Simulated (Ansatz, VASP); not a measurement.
## Two plane-wave programs on Sn3Br

File INCAR:

```
SYSTEM = Sn3Br
  ALGO = Normal
  EDIFF = 1E-6
  EDIFFG = -0.01
  ENCUT = 600
  GGA = PE
  IBRION = 2
  ISIF = 3
  ISMEAR = 0
  LASPH = .TRUE.
  LCHARG = .FALSE.
  LREAL = .FALSE.
  LWAVE = .FALSE.
  NELM = 100
  NSW = 100
  PREC = Accurate
  SIGMA = 0.1
```

Contents of KPOINTS:

```
k-points
0
G
  10 10 10
  0 0 0
```

Contents of POSCAR:

```
Sn3Br
1.0
    4.7085691208      0.0000000000      0.0000000000
    0.0000000000      4.7085691208      0.0000000000
    0.0000000000      0.0000000000      4.7085691208
Sn Br
3 1
Direct
    0.0000000000      0.5000000000      0.5000000000
    0.5000000000      0.0000000000      0.5000000000
    0.5000000000      0.5000000000      0.0000000000
    0.0000000000      0.0000000000      0.0000000000
```

Input for Ansatz:

```yaml
crystal:
  lattice:
    - [4.7085691208, 0.0, 0.0]
    - [0.0, 4.7085691208, 0.0]
    - [0.0, 0.0, 4.7085691208]
  atoms:
    - { symbol: Sn, position: [0.0, 0.5, 0.5] }
    - { symbol: Sn, position: [0.5, 0.0, 0.5] }
    - { symbol: Sn, position: [0.5, 0.5, 0.0] }
    - { symbol: Br, position: [0.0, 0.0, 0.0] }
basis:
  ecutwfc: 420
kpoints:
  mp_grid: { grid: [10, 10, 10] }
hamiltonian:
  xc: pbe
scf:
  occupations: { method: gaussian, width: 0.1 }
output:
  forces: true
  stress: true
  eigenvalues: true
relax:
  adjacent_minimum: "off"
  f_tol: 0.01
  max_steps: 80
  cell: { stress_tol: 0.05 }
```

Alike in both runs: task relaxation of cell and atoms; functional PBE; k mesh 10 × 10 × 10; occupations gaussian, width 0.1 eV; no spin polarisation.

|  | VASP | Ansatz |
| --- | --- | --- |
| version | VASP 6.6.1 | Ansatz 0.2.0 |
| potentials or method | VASP PAW PBE potentials, release 64 (Sn_d, Br), cutoff 600 eV | scalar-relativistic, plane waves, PAW |
| valence electrons in the cell | 49 | 49 |

|  | VASP | Ansatz | Ansatz less VASP |
| --- | --- | --- | --- |
| gap on the k mesh at the Fermi level, each at its own relaxed structure (eV) | none | none | - |
| relaxed volume (Å³/atom) | 28.57 | 28.60 | +0.034 |
| relaxed cell length with the largest relative difference (Å) | 4.853 | 4.854 | +0.0019 |

A gap of «none» marks a metal or a gap that the smearing closes.
